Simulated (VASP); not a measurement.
# Na (Fd-3m) in VASP: further runs

Na is run at these levels: PBEsol+D3(BJ), PBEsol; tasks: single point.

All numbers are computed with VASP 6.6.1; they aren't measurements. Logs are shortened: lines on timing, memory, paths and dates and some standing lists are left out, and cuts for length are marked.

**1. The cell of the first run**

The structure is cubic, space group Fd-3m (No. 227). The conventional cell has a = 5.938 Å, b = 5.938 Å, c = 5.938 Å, α = 90.00°, β = 90.00°, γ = 90.00°. Within 3.4 Å of Na (site symmetry -43m) lie 4 Na at 2.57 Å.

**2. Single point, PBEsol+D3(BJ)**

INCAR

```
PREC = Accurate
ENCUT = 520
EDIFF = 1E-7
ISMEAR = -1
SIGMA = 0.08
LREAL = F
LASPH = T
NELM = 100
ALGO = Normal
ISIF = 2
LWAVE = F
LCHARG = F
GGA = PS
IVDW = 12
NBANDS = 14
```

KPOINTS

```
regular mesh
0
Gamma
  9 9 9
```

POSCAR

```
Na
1.0
    0.0000000000      2.9689113035      2.9689113035
    2.9689113035      0.0000000000      2.9689113035
    2.9689113035      2.9689113035      0.0000000000
Na
2
Direct
   -0.1250000000     -0.1250000000     -0.1250000000
    0.1250000000      0.1250000000      0.1250000000
```

Potentials or basis: VASP PAW PBE potentials, release 64 (Na_pv).

The run is started by

```sh
> cat potpaw_PBE.64/Na_pv/POTCAR > POTCAR
> mpirun -np 1 vasp_std > vasp.out
```

OUTCAR:

```text
PREC = Accurate
   ENCUT = 520
   EDIFF = 1E-7
   ISMEAR = -1
   LREAL = F
   LASPH = T
   NELM = 100
   ISIF = 2
   GGA = PS
   IVDW = 12
 IVDW          = 12

 ion  position               nearest neighbor table
   1  0.875  0.875  0.875-   2 2.57   2 2.57   2 2.57   2 2.57
   2  0.125  0.125  0.125-   1 2.57   1 2.57   1 2.57   1 2.57

  LATTYP: Found a face centered cubic cell.
 ALAT       =     5.9378226070

  Lattice vectors:

 A1 = (   0.0000000000,   2.9689113035,   2.9689113035)
 A2 = (   2.9689113035,   0.0000000000,   2.9689113035)
 A3 = (   2.9689113035,   2.9689113035,   0.0000000000)

Analysis of symmetry for initial positions (statically):
=====================================================================
 Subroutine PRICEL returns:
 Original cell was already a primitive cell.

 Routine SETGRP: Setting up the symmetry group for a
 face centered cubic supercell.

 Subroutine GETGRP returns: Found 48 space group operations
 (whereof 12 operations were pure point group operations)
 out of a pool of 48 trial point group operations.

The static configuration has the point symmetry D_3d.
 The point group associated with its full space group is O_h .

Analysis of symmetry for dynamics (positions and initial velocities):
=====================================================================
 Subroutine PRICEL returns:
 Original cell was already a primitive cell.

 Routine SETGRP: Setting up the symmetry group for a
 face centered cubic supercell.

 Subroutine GETGRP returns: Found 48 space group operations
 (whereof 12 operations were pure point group operations)
 out of a pool of 48 trial point group operations.

The dynamic configuration has the point symmetry D_3d.
 The point group associated with its full space group is O_h .

 Subroutine INISYM returns: Found 48 space group operations
 (whereof 12 operations are pure point group operations),
 and found     1 'primitive' translations

----------------------------------------------------------------------------------------

                                     Primitive cell

  volume of cell :      52.3385

  direct lattice vectors                    reciprocal lattice vectors
     0.000000000  2.968911304  2.968911304    -0.168411902  0.168411902  0.168411902
     2.968911304  0.000000000  2.968911304     0.168411902 -0.168411902  0.168411902
     2.968911304  2.968911304  0.000000000     0.168411902  0.168411902 -0.168411902

  length of vectors
     4.198674631  4.198674631  4.198674631     0.291697971  0.291697971  0.291697971

  position of ions in fractional coordinates (direct lattice)
     0.875000000  0.875000000  0.875000000
     0.125000000  0.125000000  0.125000000

  ion indices of the primitive-cell ions
   primitive index   ion index
                 1           1
                 2           2

----------------------------------------------------------------------------------------

 KPOINTS: regular mesh

Automatic generation of k-mesh.
 Grid dimensions read from file:
 generate k-points for:    9    9    9

 Generating k-lattice:

  Cartesian coordinates                     Fractional coordinates (reciprocal lattice)
    -0.018712434  0.018712434  0.018712434     0.111111111  0.000000000  0.000000000
     0.018712434 -0.018712434  0.018712434     0.000000000  0.111111111  0.000000000
     0.018712434  0.018712434 -0.018712434     0.000000000  0.000000000  0.111111111

  Length of vectors
     0.032410886  0.032410886  0.032410886

  Shift w.r.t. Gamma in fractional coordinates (k-lattice)
     0.000000000  0.000000000  0.000000000

 Subroutine IBZKPT returns following result:
 ===========================================

 Found     35 irreducible k-points:

 Following reciprocal coordinates:
            Coordinates               Weight
  0.000000  0.000000  0.000000      1.000000
  0.111111  0.000000  0.000000      8.000000
  0.222222  0.000000  0.000000      8.000000
  0.333333  0.000000  0.000000      8.000000
  0.444444  0.000000  0.000000      8.000000
  0.111111  0.111111  0.000000      6.000000
[... 16 lines left out ...]
 -0.333333  0.333333  0.000000     12.000000
  0.444444  0.444444  0.000000      6.000000
 [... further k-points ...]
   k-points           NKPTS =     35   k-points in BZ     NKDIM =     35   number of bands    NBANDS=     14
   number of dos      NEDOS =    301   number of ions     NIONS =      2
   total plane-waves  NPLWV =  32768
   dimension x,y,z NGX =    32 NGY =   32 NGZ =   32
   dimension x,y,z NGXF=    64 NGYF=   64 NGZF=   64
   ions per type =               2
   NGX,Y,Z   is equivalent  to a cutoff of  12.67, 12.67, 12.67 a.u.
   NGXF,Y,Z  is equivalent  to a cutoff of  25.34, 25.34, 25.34 a.u.
 SYSTEM =  unknown system
   PREC   = accura    normal or accurate (medium, high low for compatibility)
   ISTART =      0    job   : 0-new  1-cont  2-samecut
   ICHARG =      2    charge: 1-file 2-atom 10-const
   ISPIN  =      1    spin polarized calculation?
   LNONCOLLINEAR =      F non collinear calculations
   LSORBIT =      F    spin-orbit coupling
   LASPH  =      T    aspherical Exc in radial PAW
   ENCUT  =  520.0 eV  38.22 Ry    6.18 a.u.   7.81  7.81  7.81*2*pi/ulx,y,z
   NELM   =    100;   NELMIN=  2; NELMDL= -5     # of ELM steps
   EDIFF  = 0.1E-06   stopping-criterion for ELM
   LREAL  =      F    real-space projection
   EDIFFG = 0.1E-05   stopping-criterion for IOM
   NSW    =      0    number of steps for IOM
   IBRION =     -1    ionic relax: 0-MD 1-quasi-New 2-CG
   NFREE  =      0    steps in history (QN), initial steepest desc. (CG)
   ISIF   =      2    stress and relaxation
   ISYM   =      2    0-nonsym 1-usesym 2-fastsym
   POTIM  = 0.5000    time-step for ionic-motion
   TEBEG  =    0.0;   TEEND  =   0.0 temperature during run
   PSTRESS=    0.0 pullay stress
   NELECT =      14.0000    total number of electrons
   NUPDOWN=      -1.0000    fix difference up-down
   EMIN   =  10.00;   EMAX   =-10.00  energy-range for DOS
   EFERMI =   0.00;   METHOD = LEGACY
   ISMEAR =    -1;   SIGMA  =   0.08  broadening in eV -4-tet -1-fermi 0-gaus
   EFERMI_NEDOS =   21; number of points for ismear=-14 and -15
   IALGO  =     38    algorithm
   IMIX   =      4    mixing-type and parameters
     AMIX     =   0.40;   BMIX     =  1.00
     AMIX_MAG =   1.60;   BMIX_MAG =  1.00
  volume/ion in A,a.u.               =      26.17       176.60
  Fermi-wavevector in a.u.,A,eV,Ry     =   1.054817  1.993314 15.138360  1.112638
  Thomas-Fermi vector in A             =   2.189991
   LORBIT       =      0    0 simple, 1 ext, 2 COOP (PROOUT), +10 PAW based schemes
   GGA     = PS    functional components
   LHFCALC =     F    Hartree Fock is set to
   AEXX    =    0.0000 exact exchange contribution
   IVDW    =    12    specifies the selected vdW correction
   LEPSILON=     F    determine dielectric tensor
   LRPA    =     F    only Hartree local field effects (RPA)
 non-spin polarized calculation
  energy-cutoff  :      520.00
  volume of cell :       52.34
 maximum number of plane-waves:      1420
   NGX = 15   NGY = 15   NGZ = 15

 number of electron      14.0000019 magnetization

 Free energy of the ion-electron system (eV)
  ---------------------------------------------------
  ext. energy  EPLUGINS =         0.00000000
  ---------------------------------------------------
  free energy    TOTEN  =        -1.39757059 eV

  energy without entropy =       -1.38318910  energy(sigma->0) =       -1.39037984

 E-fermi :   1.6735     XC(G=0):  -7.4918

 val. band max:        1.5861038012   @ k =  -0.4444   0.2222   0.0000
 cond. band min:       1.7126886778   @ k =  -0.3333   0.4444   0.2222
 fundamental gap:      0.1265848767
 Fermi energy:         1.6734687031

 k-point     1 :       0.0000    0.0000    0.0000
  band No.  band energies     occupation
      1     -24.1655      2.00000
      2     -24.1654      2.00000
      3     -24.1654      2.00000
      4     -23.9232      2.00000
      5     -23.9232      2.00000
      6     -23.9232      2.00000
      7      -2.4819      2.00000
      8       8.9510      0.00000
      9       8.9510      0.00000
     10       8.9510      0.00000
     11       9.0919      0.00000
     12       9.0919      0.00000
     13       9.0919      0.00000
     14      11.5890      0.00000

 k-point     2 :       0.1111    0.0000    0.0000
  band No.  band energies     occupation
      1     -24.1699      2.00000
      2     -24.1699      2.00000
      3     -24.1672      2.00000
      4     -23.9238      2.00000
      5     -23.9190      2.00000
      6     -23.9189      2.00000
      7      -2.3153      2.00000
      8       7.0924      0.00000
      9       8.3548      0.00000
     10       8.3548      0.00000
     11       9.8659      0.00000
     12       9.9524      0.00000
     13       9.9524      0.00000
     14      10.9108      0.00000

 k-point     3 :       0.2222    0.0000    0.0000
  band No.  band energies     occupation
      1     -24.1806      2.00000
      2     -24.1806      2.00000
      3     -24.1719      2.00000
      4     -23.9249      2.00000
      5     -23.9089      2.00000
      6     -23.9089      2.00000
      7      -1.8199      2.00000
      8       5.0437      0.00000
      9       7.9539      0.00000
     10       7.9539      0.00000
     11       9.7831      0.00000
     12       9.8669      0.00000
     13       9.8669      0.00000
     14      11.1545      0.00000
[... 324 lines left out ...]
 k-point    23 :      -0.3333    0.3333    0.0000
  band No.  band energies     occupation
      1     -24.2437      2.00000
      2     -24.2174      2.00000
      3     -24.1028      2.00000
      4     -23.9997      2.00000
      5     -23.8750      2.00000
      6     -23.8569      2.00000
      7       1.3153      1.97753
      8       2.6783      0.00001
      9       2.7619      0.00000
     10       6.2506      0.00000
     11       7.1849      0.00000
     12      11.5655      0.00000
     13      12.1177      0.00000
     14      12.3496      0.00000

 k-point    24 :       0.4444    0.4444    0.0000
  band No.  band energies     occupation
      1     -24.2335      2.00000
      2     -24.2335      2.00000
      3     -24.0746      2.00000
      4     -24.0335      2.00000
      5     -23.8607      2.00000
      6     -23.8607      2.00000
      7       0.9212      1.99984
      8       2.7131      0.00000
      9       5.5293      0.00000
     10       5.5293      0.00000
     11       6.3003      0.00000
     12       6.3117      0.00000
     13      14.9188      0.00000
     14      15.9172      0.00000

 [... further k-points ...]

------------------------ aborting loop because EDIFF is reached ----------------------------------------

 Edisp (eV)   -0.44580

 E8    (eV) :    -0.3163

  FORCE on cell =-STRESS in cart. coord.  units (eV):
  Direction    XX          YY          ZZ          XY          YZ          ZX
  --------------------------------------------------------------------------------------
  -------------------------------------------------------------------------------------
  Total       1.92396     1.92396     1.92396     0.00000    -0.00000     0.00000
  in kB      58.89599    58.89599    58.89599     0.00000    -0.00000     0.00000
  external pressure =       58.90 kB  Pullay stress =        0.00 kB

 VOLUME and BASIS-vectors are now :
 -----------------------------------------------------------------------------
  energy-cutoff  :      520.00
  volume of cell :       52.34
      direct lattice vectors                 reciprocal lattice vectors
     0.000000000  2.968911304  2.968911304    -0.168411902  0.168411902  0.168411902
     2.968911304  0.000000000  2.968911304     0.168411902 -0.168411902  0.168411902
     2.968911304  2.968911304  0.000000000     0.168411902  0.168411902 -0.168411902

 POSITION                                       TOTAL-FORCE (eV/Angst)
 -----------------------------------------------------------------------------------
      5.19559      5.19559      5.19559        -0.000000      0.000000      0.000000
      0.74223      0.74223      0.74223         0.000000     -0.000000     -0.000000
 -----------------------------------------------------------------------------------
    total drift:                                0.000000      0.000000     -0.000000

  FREE ENERGIE OF THE ION-ELECTRON SYSTEM (eV)
  ---------------------------------------------------
  free  energy   TOTEN  =        -1.8433694946 eV

  energy  without entropy=       -1.8289880105  energy(sigma->0) =       -1.83617875
```

Wall time 10 s (1 thread of Intel Xeon Platinum 8375C at 2.90GHz (Ice Lake), shared host); peak memory 0.18 GiB.

What came out:

```yaml
Free_energy: -1.8434 eV
Pressure: 5.9 GPa
Band_gap_on_the_k_mesh: zero (band 7 reaches 2.19 eV, above the bottom of band 8 at 1.17 eV)
Dispersion_energy_per_atom: -0.223 eV
```

Levels at points of the mesh, in eV from the Fermi level:
| k point | band 5 | band 6 | band 7 | band 8 | band 9 | band 10 |
| --- | --- | --- | --- | --- | --- | --- |
| (0.00, 0.00, 0.00) | -25.60 | -25.60 | -4.16 | 7.28 | 7.28 | 7.28 |

Caveat: the PAW data sets were made with another functional, which shifts forces and pressure a little; pairwise dispersion overbinds metals, which lowers pressure and volume.

[end of part 1 of 3]
